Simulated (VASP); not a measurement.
# TiAl2 (Cmmm) in VASP: a series of runs, part 2 of 2

VASP 6.6.1.

## (3) Single point, LDA

This run uses another cell than the first one, of the same volume but with other edges.

INCAR

```
PREC = Accurate
ENCUT = 520
EDIFF = 1E-7
ISMEAR = 0
SIGMA = 0.15
LREAL = False
LASPH = True
NELM = 60
ALGO = Fast
ISIF = 2
LWAVE = False
LCHARG = False
GGA = CA
NBANDS = 27
```

KPOINTS

```
regular mesh
0
Gamma
  12 12 12
```

POSCAR

```
TiAl2
1.0
    1.9398150740     -5.9981166042      0.0000000000
    1.9398150740      5.9981166042      0.0000000000
    0.0000000000      0.0000000000      4.0544941184
Ti Al
2 4
Direct
    0.6560576955      0.3439423045      0.0000000000
    0.3439423045      0.6560576955      0.0000000000
    0.0000000000      0.0000000000      0.0000000000
    0.8269820961      0.1730179039      0.5000000000
    0.1730179039      0.8269820961      0.5000000000
    0.5000000000      0.5000000000      0.5000000000
```

Potentials or basis: VASP PAW LDA potentials, release 64 (Ti_sv, Al).

Run with:

```sh
$ cat potpaw_LDA.64/Ti_sv/POTCAR potpaw_LDA.64/Al/POTCAR > POTCAR
$ mpirun -np 1 vasp_std > vasp.out
```

OUTCAR:

```text
PREC = Accurate
   ENCUT = 520
   EDIFF = 1E-7
   ISMEAR = 0
   LREAL = False
   LASPH = True
   NELM = 60
   ISIF = 2
   GGA = CA

 ion  position               nearest neighbor table
   1  0.656  0.344  0.000-   3 2.70   3 2.70   6 2.76   6 2.76   5 2.81   5 2.81   5 2.81   5 2.81
                             4 2.88   4 2.88
   2  0.344  0.656  0.000-   3 2.70   3 2.70   6 2.76   6 2.76   4 2.81   4 2.81   4 2.81   4 2.81
                             5 2.88   5 2.88
   3  0.000  0.000  0.000-   1 2.70   2 2.70   1 2.70   2 2.70   6 2.81   6 2.81   6 2.81   6 2.81
                             4 2.90   4 2.90   5 2.90   5 2.90
   4  0.827  0.173  0.500-   5 2.68   5 2.68   2 2.81   2 2.81   2 2.81   2 2.81   6 2.84   6 2.84
                             1 2.88   1 2.88   3 2.90   3 2.90
   5  0.173  0.827  0.500-   4 2.68   4 2.68   1 2.81   1 2.81   1 2.81   1 2.81   6 2.84   6 2.84
                             2 2.88   2 2.88   3 2.90   3 2.90
   6  0.500  0.500  0.500-   1 2.76   2 2.76   1 2.76   2 2.76   3 2.81   3 2.81   3 2.81   3 2.81
                             5 2.84   4 2.84   5 2.84   4 2.84

  LATTYP: Found a base centered orthorhombic cell.
 ALAT       =     3.8796301480
 B/A-ratio  =     3.0921074305
 C/A-ratio  =     1.0450723300

  Lattice vectors:

 A1 = (   1.9398150740,  -5.9981166042,   0.0000000000)
[... 186 lines left out ...]
 E-fermi :   8.4091     XC(G=0): -11.1049

 val. band max:        8.4081945699   @ k =   0.5000   0.4167   0.5000
 cond. band min:       8.4111212543   @ k =   0.0000   0.0000   0.2500
 fundamental gap:      0.0029266844
 Fermi energy:         8.4090654661

 k-point     1 :       0.0000    0.0000    0.0000
  band No.  band energies     occupation
      1     -47.5964      2.00000
      2     -47.5627      2.00000
      3     -24.3517      2.00000
      4     -24.3153      2.00000
      5     -24.3008      2.00000
      6     -24.2732      2.00000
[... 709 lines left out ...]
     26      11.5678      0.00000
     27      12.2506      0.00000

 [... further k-points ...]
[... 5 lines left out ...]
  --------------------------------------------------------------------------------------
  -------------------------------------------------------------------------------------
  Total       -1.7846026     -1.6887803     -3.8080823      0.0000000      0.0000000      0.0000000
  in kB      -30.3047150    -28.6775365    -64.6658515      0.0000000      0.0000000      0.0000000
  external PRESSURE =     -41.2160344 kB  Pullay stress =       0.0000000 kB

 VOLUME and BASIS-vectors are now :
 -----------------------------------------------------------------------------
  energy-cutoff  :      520.00
  volume of cell :       94.35
      direct lattice vectors                 reciprocal lattice vectors
     1.939815074 -5.998116604  0.000000000     0.257756529 -0.083359500  0.000000000
     1.939815074  5.998116604  0.000000000     0.257756529  0.083359500  0.000000000
     0.000000000  0.000000000  4.054494118     0.000000000  0.000000000  0.246639894

 POSITION                                       TOTAL-FORCE (eV/Angst)
 -----------------------------------------------------------------------------------
      1.93982     -1.87210      0.00000        -0.000000     -0.062644      0.000000
      1.93982      1.87210      0.00000        -0.000000      0.062644      0.000000
      0.00000      0.00000      0.00000        -0.000000     -0.000000      0.000000
      1.93982     -3.92255      2.02725        -0.000000      0.013565      0.000000
      1.93982      3.92255      2.02725        -0.000000     -0.013565     -0.000000
      1.93982      0.00000      2.02725         0.000000      0.000000      0.000000
 -----------------------------------------------------------------------------------
    total drift:                                0.000000      0.000000      0.000000

  FREE ENERGIE OF THE ION-ELECTRON SYSTEM (eV)
  ---------------------------------------------------
  free  energy   TOTEN  =       -36.5116070659 eV

  energy  without entropy=      -36.4826986054  energy(sigma->0) =      -36.49715284
```

It took 25 min on 1 thread of Intel Xeon 6975P-C (Granite Rapids), shared host; peak memory 0.67 GiB.

What came out:

```yaml
Free_energy: -36.5116 eV
Pressure: -4.1 GPa
Largest_force: 0.063 eV/Å
Band_gap_on_the_k_mesh: zero (band 18 reaches 9.18 eV, above the bottom of band 19 at 7.79 eV)
```

Forces in eV/Å, atoms in the order of the input:
```
Ti   0.000 -0.063  0.000
Ti   0.000  0.063  0.000
Al   0.000  0.000  0.000
Al   0.000  0.014  0.000
Al   0.000 -0.014  0.000
Al   0.000  0.000  0.000
```
